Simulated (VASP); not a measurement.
# KBr in VASP: a series of runs

The runs below take KBr through single point, with PBE.

Everything below comes from runs of VASP 6.6.1. Logs are shortened: lines on timing, memory, paths and dates and some standing lists are left out, and cuts for length are marked.

## 1. The cell of the first run

It takes space group Fm-3m (No. 225, cubic). Conventional cell: a = 6.274 Å, b = 6.274 Å, c = 6.274 Å, α = 90.00°, β = 90.00°, γ = 90.00°. K (site symmetry m-3m) has 6 Br at 3.14 Å within 4.1 Å. Within 4.1 Å of Br (site symmetry m-3m) lie 6 K at 3.14 Å.

## 2. Single point, PBE (strain -5.0%)

Input file INCAR:

```
SYSTEM = KBr
PREC     = Accurate       ! precision mode
ENCUT    = 520            ! plane-wave cutoff, eV
EDIFF    = 1E-6           ! SCF threshold, eV
ISMEAR   = 0              ! smearing method
SIGMA    = 0.01           ! smearing width, eV
LREAL    = .FALSE.        ! projectors in reciprocal space
LASPH    = .TRUE.         ! aspherical terms in the spheres
NELM     = 80             ! most SCF steps
ALGO     = Normal         ! electronic algorithm
ISIF     = 2              ! what is computed and relaxed
LWAVE    = .FALSE.        ! write WAVECAR
LCHARG   = .FALSE.        ! write CHGCAR
GGA      = PE             ! functional
NBANDS   = 15             ! bands
```

Input file KPOINTS:

```
Automatic mesh
0
G
  4 4 4
  0 0 0
```

Input file POSCAR:

```
KBr
1.0
    0.0000000000      3.1371354424      3.1371354424
    3.1371354424      0.0000000000      3.1371354424
    3.1371354424      3.1371354424      0.0000000000
K Br
1 1
Direct
    0.0000000000      0.0000000000      0.0000000000
    0.5000000000      0.5000000000      0.5000000000
```

Potentials or basis: VASP PAW PBE potentials, release 64 (K_sv, Br).

Run with:

```console
$ cat potpaw_PBE.64/K_sv/POTCAR potpaw_PBE.64/Br/POTCAR > POTCAR
$ mpirun -np 1 vasp_std > vasp.out
```

OUTCAR:

```text
SYSTEM = KBr
   PREC = Accurate
   ENCUT = 520
   EDIFF = 1E-6
   ISMEAR = 0
   LREAL = .FALSE.
   LASPH = .TRUE.
   NELM = 80
   ISIF = 2
   GGA = PE

 ion  position               nearest neighbor table
   1  0.000  0.000  0.000-   2 3.14   2 3.14   2 3.14   2 3.14   2 3.14   2 3.14
   2  0.500  0.500  0.500-   1 3.14   1 3.14   1 3.14   1 3.14   1 3.14   1 3.14

  LATTYP: Found a face centered cubic cell.
 ALAT       =     6.2742708848

  Lattice vectors:

 A1 = (   0.0000000000,   3.1371354424,   3.1371354424)
 A2 = (   3.1371354424,   0.0000000000,   3.1371354424)
 A3 = (   3.1371354424,   3.1371354424,   0.0000000000)

Analysis of symmetry for initial positions (statically):
=====================================================================
 Subroutine PRICEL returns:
 Original cell was already a primitive cell.

 Routine SETGRP: Setting up the symmetry group for a
 face centered cubic supercell.

 Subroutine GETGRP returns: Found 48 space group operations
 (whereof 48 operations were pure point group operations)
 out of a pool of 48 trial point group operations.

The static configuration has the point symmetry O_h .

Analysis of symmetry for dynamics (positions and initial velocities):
=====================================================================
 Subroutine PRICEL returns:
 Original cell was already a primitive cell.

 Routine SETGRP: Setting up the symmetry group for a
 face centered cubic supercell.

 Subroutine GETGRP returns: Found 48 space group operations
 (whereof 48 operations were pure point group operations)
 out of a pool of 48 trial point group operations.

The dynamic configuration has the point symmetry O_h .

 Subroutine INISYM returns: Found 48 space group operations
 (whereof 48 operations are pure point group operations),
 and found     1 'primitive' translations

----------------------------------------------------------------------------------------

                                     Primitive cell

  volume of cell :      61.7490

  direct lattice vectors                    reciprocal lattice vectors
     0.000000000  3.137135442  3.137135442    -0.159381069  0.159381069  0.159381069
     3.137135442  0.000000000  3.137135442     0.159381069 -0.159381069  0.159381069
     3.137135442  3.137135442  0.000000000     0.159381069  0.159381069 -0.159381069

  length of vectors
     4.436579490  4.436579490  4.436579490     0.276056109  0.276056109  0.276056109

  position of ions in fractional coordinates (direct lattice)
     0.000000000  0.000000000  0.000000000
     0.500000000  0.500000000  0.500000000

  ion indices of the primitive-cell ions
   primitive index   ion index
                 1           1
                 2           2

----------------------------------------------------------------------------------------

 KPOINTS: Automatic mesh

Automatic generation of k-mesh.
 Grid dimensions read from file:
 generate k-points for:    4    4    4

 Generating k-lattice:

  Cartesian coordinates                     Fractional coordinates (reciprocal lattice)
    -0.039845267  0.039845267  0.039845267     0.250000000  0.000000000  0.000000000
     0.039845267 -0.039845267  0.039845267     0.000000000  0.250000000  0.000000000
     0.039845267  0.039845267 -0.039845267     0.000000000  0.000000000  0.250000000

  Length of vectors
     0.069014027  0.069014027  0.069014027

  Shift w.r.t. Gamma in fractional coordinates (k-lattice)
     0.000000000  0.000000000  0.000000000

 Subroutine IBZKPT returns following result:
 ===========================================

 Found      8 irreducible k-points:

 Following reciprocal coordinates:
            Coordinates               Weight
  0.000000  0.000000  0.000000      1.000000
  0.250000  0.000000  0.000000      8.000000
  0.500000  0.000000  0.000000      4.000000
  0.250000  0.250000  0.000000      6.000000
  0.500000  0.250000  0.000000     24.000000
 -0.250000  0.250000  0.000000     12.000000
  0.500000  0.500000  0.000000      3.000000
 -0.250000  0.500000  0.250000      6.000000
   k-points           NKPTS =      8   k-points in BZ     NKDIM =      8   number of bands    NBANDS=     15
   number of dos      NEDOS =    301   number of ions     NIONS =      2
   total plane-waves  NPLWV =  46656
   dimension x,y,z NGX =    36 NGY =   36 NGZ =   36
   dimension x,y,z NGXF=    72 NGYF=   72 NGZF=   72
   ions per type =               1   1
   NGX,Y,Z   is equivalent  to a cutoff of  13.49, 13.49, 13.49 a.u.
   NGXF,Y,Z  is equivalent  to a cutoff of  26.98, 26.98, 26.98 a.u.
 SYSTEM =  KBr
   PREC   = accura    normal or accurate (medium, high low for compatibility)
   ISTART =      0    job   : 0-new  1-cont  2-samecut
   ICHARG =      2    charge: 1-file 2-atom 10-const
   ISPIN  =      1    spin polarized calculation?
   LNONCOLLINEAR =      F non collinear calculations
   LSORBIT =      F    spin-orbit coupling
   LASPH  =      T    aspherical Exc in radial PAW
   ENCUT  =  520.0 eV  38.22 Ry    6.18 a.u.   8.25  8.25  8.25*2*pi/ulx,y,z
   NELM   =     80;   NELMIN=  2; NELMDL= -5     # of ELM steps
   EDIFF  = 0.1E-05   stopping-criterion for ELM
   LREAL  =      F    real-space projection
   EDIFFG = 0.1E-04   stopping-criterion for IOM
   NSW    =      0    number of steps for IOM
   IBRION =     -1    ionic relax: 0-MD 1-quasi-New 2-CG
   NFREE  =      0    steps in history (QN), initial steepest desc. (CG)
   ISIF   =      2    stress and relaxation
   ISYM   =      2    0-nonsym 1-usesym 2-fastsym
   POTIM  = 0.5000    time-step for ionic-motion
   TEBEG  =    0.0;   TEEND  =   0.0 temperature during run
   PSTRESS=    0.0 pullay stress
   NELECT =      16.0000    total number of electrons
   NUPDOWN=      -1.0000    fix difference up-down
   EMIN   =  10.00;   EMAX   =-10.00  energy-range for DOS
   EFERMI =   0.00;   METHOD = LEGACY
   ISMEAR =     0;   SIGMA  =   0.01  broadening in eV -4-tet -1-fermi 0-gaus
   EFERMI_NEDOS =   21; number of points for ismear=-14 and -15
   IALGO  =     38    algorithm
   IMIX   =      4    mixing-type and parameters
     AMIX     =   0.40;   BMIX     =  1.00
     AMIX_MAG =   1.60;   BMIX_MAG =  1.00
  volume/ion in A,a.u.               =      30.87       208.35
  Fermi-wavevector in a.u.,A,eV,Ry     =   1.043690  1.972288 14.820676  1.089289
  Thomas-Fermi vector in A             =   2.178410
   LORBIT       =      0    0 simple, 1 ext, 2 COOP (PROOUT), +10 PAW based schemes
   GGA     = PE    functional components
   LHFCALC =     F    Hartree Fock is set to
   AEXX    =    0.0000 exact exchange contribution
   IVDW    =     0    specifies the selected vdW correction
   LEPSILON=     F    determine dielectric tensor
   LRPA    =     F    only Hartree local field effects (RPA)
 non-spin polarized calculation
 Gauss-broadening in eV      SIGMA  =   0.01
  energy-cutoff  :      520.00
  volume of cell :       61.75
 maximum number of plane-waves:      1687
 NGX is ok and might be reduce to    36
   NGX = 17   NGY = 17   NGZ = 17

 number of electron      15.9999998 magnetization

 Free energy of the ion-electron system (eV)
  ---------------------------------------------------
  ext. energy  EPLUGINS =         0.00000000
  ---------------------------------------------------
  free energy    TOTEN  =        -6.06489507 eV

  energy without entropy =       -6.06489507  energy(sigma->0) =       -6.06489507

 E-fermi :  -0.9599     XC(G=0):  -7.9977

 val. band max:       -1.0598196762   @ k =   0.0000   0.0000   0.0000
 cond. band min:       3.8219435977   @ k =   0.0000   0.0000   0.0000
 fundamental gap:      4.8817632738
 Fermi energy:        -0.9598780124

 k-point     1 :       0.0000    0.0000    0.0000
  band No.  band energies     occupation
      1     -28.5560      2.00000
      2     -13.5688      2.00000
      3     -12.0460      2.00000
      4     -12.0460      2.00000
      5     -12.0460      2.00000
      6      -1.0598      2.00000
      7      -1.0598      2.00000
      8      -1.0598      2.00000
      9       3.8219      0.00000
     10       6.5266      0.00000
     11       6.5266      0.00000
     12       6.5266      0.00000
     13       7.4526      0.00000
     14       7.4526      0.00000
     15      10.9031      0.00000

 k-point     2 :       0.2500    0.0000    0.0000
  band No.  band energies     occupation
      1     -28.5495      2.00000
      2     -13.6996      2.00000
      3     -12.0498      2.00000
      4     -12.0498      2.00000
      5     -11.8583      2.00000
      6      -1.9263      2.00000
      7      -1.3138      2.00000
      8      -1.3138      2.00000
      9       5.1677      0.00000
     10       6.5871      0.00000
     11       7.3438      0.00000
     12       7.3438      0.00000
     13       8.4428      0.00000
     14       8.4428      0.00000
     15      11.9917      0.00000

 k-point     3 :       0.5000    0.0000    0.0000
  band No.  band energies     occupation
      1     -28.5431      2.00000
      2     -13.8092      2.00000
      3     -12.0536      2.00000
      4     -12.0536      2.00000
      5     -11.6889      2.00000
      6      -2.5742      2.00000
      7      -1.5417      2.00000
      8      -1.5417      2.00000
      9       5.8444      0.00000
     10       7.7073      0.00000
     11       9.0862      0.00000
     12       9.0862      0.00000
     13       9.4920      0.00000
     14       9.4920      0.00000
     15      10.8557      0.00000

 k-point     4 :       0.2500    0.2500    0.0000
  band No.  band energies     occupation
      1     -28.5476      2.00000
      2     -13.6302      2.00000
      3     -12.0788      2.00000
      4     -12.0788      2.00000
      5     -11.9241      2.00000
      6      -1.9847      2.00000
      7      -1.2601      2.00000
      8      -1.2601      2.00000
      9       5.3204      0.00000
     10       5.4098      0.00000
     11       7.9288      0.00000
     12       8.2531      0.00000
     13       8.2531      0.00000
     14       9.1661      0.00000
     15      11.5580      0.00000

 k-point     5 :       0.5000    0.2500    0.0000
  band No.  band energies     occupation
      1     -28.5413      2.00000
      2     -13.6410      2.00000
      3     -12.1199      2.00000
      4     -12.0831      2.00000
      5     -11.8919      2.00000
      6      -2.1734      2.00000
      7      -1.6585      2.00000
      8      -1.4704      2.00000
      9       5.6083      0.00000
     10       7.1027      0.00000
     11       8.4834      0.00000
     12       9.0387      0.00000
     13       9.1408      0.00000
     14       9.5767      0.00000
     15      10.5038      0.00000

 k-point     6 :      -0.2500    0.2500    0.0000
  band No.  band energies     occupation
      1     -28.5433      2.00000
      2     -13.7081      2.00000
      3     -12.1209      2.00000
      4     -12.0541      2.00000
      5     -11.7959      2.00000
      6      -2.2453      2.00000
      7      -1.5622      2.00000
      8      -1.5211      2.00000
      9       6.3893      0.00000
     10       6.5559      0.00000
     11       8.0390      0.00000
     12       8.0953      0.00000
     13       9.0755      0.00000
     14      10.3562      0.00000
     15      10.8233      0.00000

 k-point     7 :       0.5000    0.5000    0.0000
  band No.  band energies     occupation
      1     -28.5395      2.00000
      2     -13.4231      2.00000
      3     -12.2153      2.00000
      4     -12.1122      2.00000
      5     -12.1122      2.00000
      6      -2.0321      2.00000
      7      -1.3981      2.00000
      8      -1.3981      2.00000
      9       4.5775      0.00000
     10       6.7203      0.00000
     11       8.5278      0.00000
     12       9.1721      0.00000
     13       9.3286      0.00000
     14      10.1962      0.00000
     15      10.1962      0.00000

 k-point     8 :      -0.2500    0.5000    0.2500
  band No.  band energies     occupation
      1     -28.5393      2.00000
      2     -13.5572      2.00000
      3     -12.1635      2.00000
      4     -12.1635      2.00000
      5     -11.9076      2.00000
      6      -1.7779      2.00000
      7      -1.7745      2.00000
      8      -1.7745      2.00000
      9       6.4565      0.00000
     10       6.4565      0.00000
     11       7.7667      0.00000
     12       8.5681      0.00000
     13      10.2280      0.00000
     14      10.3307      0.00000
     15      10.7928      0.00000

------------------------ aborting loop because EDIFF is reached ----------------------------------------

  FORCE on cell =-STRESS in cart. coord.  units (eV):
  Direction    XX          YY          ZZ          XY          YZ          ZX
  --------------------------------------------------------------------------------------
  -------------------------------------------------------------------------------------
  Total        1.7102388      1.7102388      1.7102388     -0.0000000     -0.0000000      0.0000000
  in kB       44.3749155     44.3749155     44.3749155     -0.0000000     -0.0000000      0.0000000
  external PRESSURE =      44.3749155 kB  Pullay stress =       0.0000000 kB

 VOLUME and BASIS-vectors are now :
 -----------------------------------------------------------------------------
  energy-cutoff  :      520.00
  volume of cell :       61.75
      direct lattice vectors                 reciprocal lattice vectors
     0.000000000  3.137135442  3.137135442    -0.159381069  0.159381069  0.159381069
     3.137135442  0.000000000  3.137135442     0.159381069 -0.159381069  0.159381069
     3.137135442  3.137135442  0.000000000     0.159381069  0.159381069 -0.159381069

 POSITION                                       TOTAL-FORCE (eV/Angst)
 -----------------------------------------------------------------------------------
      0.00000      0.00000      0.00000        -0.000000     -0.000000      0.000000
      3.13714      3.13714      3.13714         0.000000      0.000000     -0.000000
 -----------------------------------------------------------------------------------
    total drift:                                0.000000      0.000000      0.000000

  FREE ENERGIE OF THE ION-ELECTRON SYSTEM (eV)
  ---------------------------------------------------
  free  energy   TOTEN  =        -6.0648950744 eV

  energy  without entropy=       -6.0648950744  energy(sigma->0) =       -6.06489507
```

It took 10 s on 1 thread of Intel Xeon 8259CL, shared host; peak memory 0.2 GiB.

Results:

```yaml
Free_energy: -6.0649 eV
Pressure: 4.4 GPa
Band_gap_on_the_k_mesh: 4.88 eV
```

Caveat: the k points lie up to 0.43 Å⁻¹ apart; the cell differs from its parent crystal (strain -5.0%).

## 3. Single point, PBE

This run uses another cell than the first one, of 36.01 Å³/atom.

Input file INCAR:

```
PREC = Accurate
ENCUT = 520
EDIFF = 1E-7
ISMEAR = 0
SIGMA = 0.01
LREAL = F
LASPH = T
NELM = 100
ALGO = Normal
ISIF = 2
LWAVE = F
LCHARG = F
GGA = PE
NBANDS = 15
```

Input file KPOINTS:

```
Automatic mesh
0
Gamma
  4 4 4
```

Input file POSCAR:

```
KBr
1.0
    0.0000000000      3.3022478341      3.3022478341
    3.3022478341      0.0000000000      3.3022478341
    3.3022478341      3.3022478341      0.0000000000
K Br
1 1
Direct
    0.0000000000      0.0000000000      0.0000000000
    0.5000000000      0.5000000000      0.5000000000
```

Potentials or basis: VASP PAW PBE potentials, release 64 (K_sv, Br).

Run with:

```console
$ cat potpaw_PBE.64/K_sv/POTCAR potpaw_PBE.64/Br/POTCAR > POTCAR
$ mpirun -np 1 vasp_std > vasp.out
```

OUTCAR:

```text
PREC = Accurate
   ENCUT = 520
   EDIFF = 1E-7
   ISMEAR = 0
   LREAL = F
   LASPH = T
   NELM = 100
   ISIF = 2
   GGA = PE

 ion  position               nearest neighbor table
   1  0.000  0.000  0.000-   2 3.30   2 3.30   2 3.30   2 3.30   2 3.30   2 3.30
   2  0.500  0.500  0.500-   1 3.30   1 3.30   1 3.30   1 3.30   1 3.30   1 3.30

  LATTYP: Found a face centered cubic cell.
 ALAT       =     6.6044956682

  Lattice vectors:
[... 311 lines left out ...]
     14       9.0433      0.00000
     15       9.2649      0.00000

------------------------ aborting loop because EDIFF is reached ----------------------------------------

  FORCE on cell =-STRESS in cart. coord.  units (eV):
  Direction    XX          YY          ZZ          XY          YZ          ZX
  --------------------------------------------------------------------------------------
  -------------------------------------------------------------------------------------
  Total        0.3253528      0.3253528      0.3253528      0.0000000      0.0000000     -0.0000000
  in kB        7.2377919      7.2377919      7.2377919      0.0000000      0.0000000     -0.0000000
  external PRESSURE =       7.2377919 kB  Pullay stress =       0.0000000 kB

 VOLUME and BASIS-vectors are now :
 -----------------------------------------------------------------------------
  energy-cutoff  :      520.00
  volume of cell :       72.02
      direct lattice vectors                 reciprocal lattice vectors
     0.000000000  3.302247834  3.302247834    -0.151412015  0.151412015  0.151412015
     3.302247834  0.000000000  3.302247834     0.151412015 -0.151412015  0.151412015
     3.302247834  3.302247834  0.000000000     0.151412015  0.151412015 -0.151412015

 POSITION                                       TOTAL-FORCE (eV/Angst)
 -----------------------------------------------------------------------------------
      0.00000      0.00000      0.00000         0.000000      0.000000      0.000000
      3.30225      3.30225      3.30225        -0.000000     -0.000000     -0.000000
 -----------------------------------------------------------------------------------
    total drift:                                0.000000      0.000000      0.000000

  FREE ENERGIE OF THE ION-ELECTRON SYSTEM (eV)
  ---------------------------------------------------
  free  energy   TOTEN  =        -6.2153569680 eV

  energy  without entropy=       -6.2153569680  energy(sigma->0) =       -6.21535697
```

stdout:

```text
POSCAR found type information on POSCAR K Br
 POSCAR found :  2 types and       2 ions
 scaLAPACK will be used
 LDA part: xc-table for (Slater+PW92), standard interpolation
 POSCAR, INCAR and KPOINTS ok, starting setup
 FFT: planning ... GRIDC
 FFT: planning ... GRID_SOFT
 FFT: planning ... GRID
 WAVECAR not read
 entering main loop
```

Run time: 18 s. Hardware: 1 thread of Intel Xeon 8259CL, shared host; peak memory 0.2 GiB.

Results:

* Free energy: -6.2154 eV
* Pressure: 0.7 GPa
* Band gap on the k mesh: 4.43 eV

Levels at points of the mesh, in eV from the valence-band top:
```tsv
k point	band 4	band 5	band 6	band 7	band 8	band 9	band 10	band 11	band 12	band 13
(0.00, 0.00, 0.00)	-11.26	-11.26	0.00	0.00	0.00	4.43	7.60	7.60	7.60	8.42
(0.50, 0.00, 0.00)	-11.27	-11.02	-1.17	-0.33	-0.33	6.59	8.23	9.76	9.76	10.07
(0.50, 0.50, 0.00)	-11.30	-11.30	-0.81	-0.28	-0.28	5.87	7.19	9.36	9.50	9.66
```

[end of part 1 of 2]
